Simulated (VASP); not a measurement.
# TlCl (Pm-3m) in VASP: notebook, part 2 of 2

VASP 6.6.1.

## (3) Single point, PBE

Input file INCAR:

```
ALGO     = Normal         # electronic algorithm
EDIFF    = 1E-6           # SCF threshold, eV
ENCUT    = 500            # plane-wave cutoff, eV
GGA      = PE             # functional
GGA_COMPAT= False        
ISIF     = 2              # what is computed and relaxed
ISMEAR   = 0              # smearing method
LASPH    = True           # aspherical terms in the spheres
LCHARG   = False          # write CHGCAR
LREAL    = False          # projectors in reciprocal space
LWAVE    = False          # write WAVECAR
NBANDS   = 17             # bands
NELM     = 120            # most SCF steps
PREC     = Accurate       # precision mode
SIGMA    = 0.01           # smearing width, eV
```

Input file KPOINTS:

```
k-points
0
Gamma
  4 4 4
```

Input file POSCAR:

```
TlCl
1.0
    3.7936346884      0.0000000000      0.0000000000
    0.0000000000      3.7936346884      0.0000000000
    0.0000000000      0.0000000000      3.7936346884
Tl Cl
1 1
Direct
    0.0000000000      0.0000000000      0.0000000000
    0.5000000000      0.5000000000      0.5000000000
```

Potentials or basis: VASP PAW PBE potentials, release 64 (Tl_d, Cl).

The run is started by

```bash
cat potpaw_PBE.64/Tl_d/POTCAR potpaw_PBE.64/Cl/POTCAR > POTCAR
mpirun -np 1 vasp_std > vasp.out
```

OUTCAR:

```text
EDIFF = 1E-6
   ENCUT = 500
   GGA = PE
   ISIF = 2
   ISMEAR = 0
   LASPH = True
   LREAL = False
   NELM = 120
   PREC = Accurate

 ion  position               nearest neighbor table
   1  0.000  0.000  0.000-   2 3.29   2 3.29   2 3.29   2 3.29   2 3.29   2 3.29   2 3.29   2 3.29

   2  0.500  0.500  0.500-   1 3.29   1 3.29   1 3.29   1 3.29   1 3.29   1 3.29   1 3.29   1 3.29

  LATTYP: Found a simple cubic cell.
 ALAT       =     3.7936346884

  Lattice vectors:

 A1 = (   3.7936346884,   0.0000000000,   0.0000000000)
 A2 = (   0.0000000000,   3.7936346884,   0.0000000000)
 A3 = (   0.0000000000,   0.0000000000,   3.7936346884)

Analysis of symmetry for initial positions (statically):
=====================================================================
 Subroutine PRICEL returns:
 Original cell was already a primitive cell.

 Routine SETGRP: Setting up the symmetry group for a
 simple cubic supercell.

 Subroutine GETGRP returns: Found 48 space group operations
 (whereof 48 operations were pure point group operations)
 out of a pool of 48 trial point group operations.

The static configuration has the point symmetry O_h .

Analysis of symmetry for dynamics (positions and initial velocities):
=====================================================================
 Subroutine PRICEL returns:
 Original cell was already a primitive cell.

 Routine SETGRP: Setting up the symmetry group for a
 simple cubic supercell.

 Subroutine GETGRP returns: Found 48 space group operations
 (whereof 48 operations were pure point group operations)
 out of a pool of 48 trial point group operations.

The dynamic configuration has the point symmetry O_h .

 Subroutine INISYM returns: Found 48 space group operations
 (whereof 48 operations are pure point group operations),
 and found     1 'primitive' translations

[... 95 lines left out ...]
   EFERMI_NEDOS =   21; number of points for ismear=-14 and -15
   IALGO  =     38    algorithm
   IMIX   =      4    mixing-type and parameters
     AMIX     =   0.40;   BMIX     =  1.00
     AMIX_MAG =   1.60;   BMIX_MAG =  1.00
  volume/ion in A,a.u.               =      27.30       184.22
  Fermi-wavevector in a.u.,A,eV,Ry     =   1.171375  2.213578 18.668821  1.372120
  Thomas-Fermi vector in A             =   2.307820
   LORBIT       =      0    0 simple, 1 ext, 2 COOP (PROOUT), +10 PAW based schemes
   GGA     = PE    functional components
   LHFCALC =     F    Hartree Fock is set to
   AEXX    =    0.0000 exact exchange contribution
   IVDW    =     0    specifies the selected vdW correction
   LEPSILON=     F    determine dielectric tensor
   LRPA    =     F    only Hartree local field effects (RPA)
 non-spin polarized calculation
 Gauss-broadening in eV      SIGMA  =   0.01
  energy-cutoff  :      500.00
  volume of cell :       54.60
 maximum number of plane-waves:      1406
 NGX is ok and might be reduce to    28
   NGX = 13   NGY = 13   NGZ = 13

 number of electron      20.0000002 magnetization

 Free energy of the ion-electron system (eV)
  ---------------------------------------------------
  ext. energy  EPLUGINS =         0.00000000
  ---------------------------------------------------
  free energy    TOTEN  =        -5.97692330 eV

  energy without entropy =       -5.97692330  energy(sigma->0) =       -5.97692330

 E-fermi :   3.1813     XC(G=0):  -9.2922

 val. band max:        3.0915069507   @ k =   0.5000   0.0000   0.0000
 cond. band min:       5.0861479281   @ k =   0.5000   0.0000   0.0000
 fundamental gap:      1.9946409774
 Fermi energy:         3.1812859787

 k-point     1 :       0.0000    0.0000    0.0000
  band No.  band energies     occupation
      1     -10.8934      2.00000
      2      -6.9283      2.00000
      3      -6.9283      2.00000
      4      -6.6600      2.00000
      5      -6.6600      2.00000
      6      -6.6600      2.00000
[... 177 lines left out ...]
      4      -6.8656      2.00000
      5      -6.5812      2.00000
      6      -6.5812      2.00000
[... 9 lines left out ...]
     16      16.1114      0.00000
     17      20.1594      0.00000

------------------------ aborting loop because EDIFF is reached ----------------------------------------

  FORCE on cell =-STRESS in cart. coord.  units (eV):
  Direction    XX          YY          ZZ          XY          YZ          ZX
  --------------------------------------------------------------------------------------
  -------------------------------------------------------------------------------------
  Total        0.7843755      0.7843755      0.7843755     -0.0000000      0.0000000      0.0000000
  in kB       23.0180276     23.0180276     23.0180276     -0.0000000      0.0000000      0.0000000
  external PRESSURE =      23.0180276 kB  Pullay stress =       0.0000000 kB

 VOLUME and BASIS-vectors are now :
 -----------------------------------------------------------------------------
  energy-cutoff  :      500.00
  volume of cell :       54.60
      direct lattice vectors                 reciprocal lattice vectors
     3.793634688  0.000000000  0.000000000     0.263599445  0.000000000  0.000000000
     0.000000000  3.793634688  0.000000000     0.000000000  0.263599445  0.000000000
     0.000000000  0.000000000  3.793634688     0.000000000  0.000000000  0.263599445

 POSITION                                       TOTAL-FORCE (eV/Angst)
 -----------------------------------------------------------------------------------
      0.00000      0.00000      0.00000         0.000000      0.000000      0.000000
      1.89682      1.89682      1.89682         0.000000      0.000000      0.000000
 -----------------------------------------------------------------------------------
    total drift:                               -0.000000      0.000000      0.000000

  FREE ENERGIE OF THE ION-ELECTRON SYSTEM (eV)
  ---------------------------------------------------
  free  energy   TOTEN  =        -5.9769233031 eV

  energy  without entropy=       -5.9769233031  energy(sigma->0) =       -5.97692330
```

Run time: 6.8 s. Hardware: 1 thread of Intel Xeon 8259CL, shared host; peak memory 0.15 GiB.

What came out:

```
Free energy            : -5.9769 eV
Pressure               : 2.3 GPa
Band gap on the k mesh : 1.99 eV
```

Caveat: spin-orbit coupling is left out, which moves the levels of the heavy elements.
